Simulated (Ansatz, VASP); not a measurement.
**One calculation of MoS2, two programs**

INCAR

```
ALGO = Normal
EDIFF = 1E-7
EDIFFG = -0.002
ENCUT = 600
GGA = PS
IBRION = 2
ISIF = 3
ISMEAR = 0
LASPH = T
LCHARG = F
LREAL = F
LWAVE = F
NELM = 100
NSW = 100
PREC = Accurate
SIGMA = 0.02
```

File KPOINTS:

```
k-points
0
Gamma
  12 12 2
```

File POSCAR:

```
MoS2
1.0
    3.1922379100      0.0000000000      0.0000000000
   -1.5961189600      2.7645591300      0.0000000000
    0.0000000000      0.0000000000     13.3782940000
Mo S
2 4
Direct
    0.6666666700      0.3333333300      0.2500000000
    0.3333333300      0.6666666700      0.7500000000
    0.6666666700      0.3333333300      0.6330820000
    0.3333333300      0.6666666700      0.3669180000
    0.6666666700      0.3333333300      0.8669180000
    0.3333333300      0.6666666700      0.1330820000
```

Input for Ansatz:

```yaml
crystal:
  lattice:
    - [3.19223791, 0.0, 0.0]
    - [-1.59611896, 2.76455913, 0.0]
    - [0.0, 0.0, 13.378294]
  atoms:
    - { symbol: Mo, position: [0.66666667, 0.33333333, 0.25] }
    - { symbol: Mo, position: [0.33333333, 0.66666667, 0.75] }
    - { symbol: S, position: [0.66666667, 0.33333333, 0.633082] }
    - { symbol: S, position: [0.33333333, 0.66666667, 0.366918] }
    - { symbol: S, position: [0.66666667, 0.33333333, 0.866918] }
    - { symbol: S, position: [0.33333333, 0.66666667, 0.133082] }
basis:
  ecutwfc: 420
kpoints:
  mp_grid: { grid: [12, 12, 2] }
hamiltonian:
  xc: pbesol
  pseudopotentials: { kind: paw, azcp: { folder: soft_1 } }
scf:
  occupations: { method: gaussian, width: 0.02 }
output:
  forces: true
  stress: true
  eigenvalues: true
relax:
  adjacent_minimum: "off"
  f_tol: 0.002
  max_steps: 80
  cell: { stress_tol: 0.02 }
```

Alike in both runs: task relaxation of cell and atoms; functional PBEsol; k mesh 12 × 12 × 2; occupations gaussian, width 0.02 eV; no spin polarisation.

|  | VASP | Ansatz |
| --- | --- | --- |
| version | VASP 6.6.1 | Ansatz 0.2.0 |
| potentials or method | VASP PAW PBE potentials, release 64 (Mo_sv, S), cutoff 600 eV | scalar-relativistic, plane waves, PAW |
| valence electrons in the cell | 52 | 52 |

Ansatz gave:

| Property | Result |
| --- | --- |
| gap on the k mesh at the Fermi level, each at its own relaxed structure (eV) | 0.99 |
| relaxed volume (Å³/atom) | 17.94 |
| relaxed cell length with the largest relative difference (Å) | 12.591 |

Task: What did VASP give for the same quantities?

Result: gap on the k mesh at the Fermi level, each at its own relaxed structure (eV): 1.00; relaxed volume (Å³/atom): 17.92; relaxed cell length with the largest relative difference (Å): 12.582.

VASP's potentials were made for PBE, not for PBEsol, and Ansatz warns of the same on its side.
